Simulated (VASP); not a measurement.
A run of VASP 6.6.1:

Contents of INCAR:

```
PREC = Accurate
ENCUT = 520
EDIFF = 1E-8
ISMEAR = -1
SIGMA = 0.05
LREAL = False
LASPH = True
NELM = 60
ALGO = Normal
ISIF = 2
LWAVE = False
LCHARG = False
GGA = PS
LEFG = True
NBANDS = 16
```

File KPOINTS:

```
regular mesh
0
Gamma
  9 9 9
```

The input POSCAR:

```
InSb
1.0
    0.0000000000      3.1953230120      3.1953230120
    3.1953230120      0.0000000000      3.1953230120
    3.1953230120      3.1953230120      0.0000000000
In Sb
1 1
Direct
    0.0000000000      0.0000000000      0.0000000000
    0.7500000000      0.7500000000      0.7500000000
```

Potentials or basis: VASP PAW PBE potentials, release 64 (In_d, Sb).

Run with:

```sh
$ cat potpaw_PBE.64/In_d/POTCAR potpaw_PBE.64/Sb/POTCAR > POTCAR
$ mpirun -np 1 vasp_std > vasp.out
```

Hardware: 1 thread of AMD EPYC 7R13 Processor (Zen 3), on a shared host.

**Question.** Estimate the wall time of this run.

**Answer.** Run time: 46 s on 1 thread of AMD EPYC 7R13 Processor (Zen 3) (shared host), peak memory 0.19 GiB. Counts: scf iterations 15, k points 35.
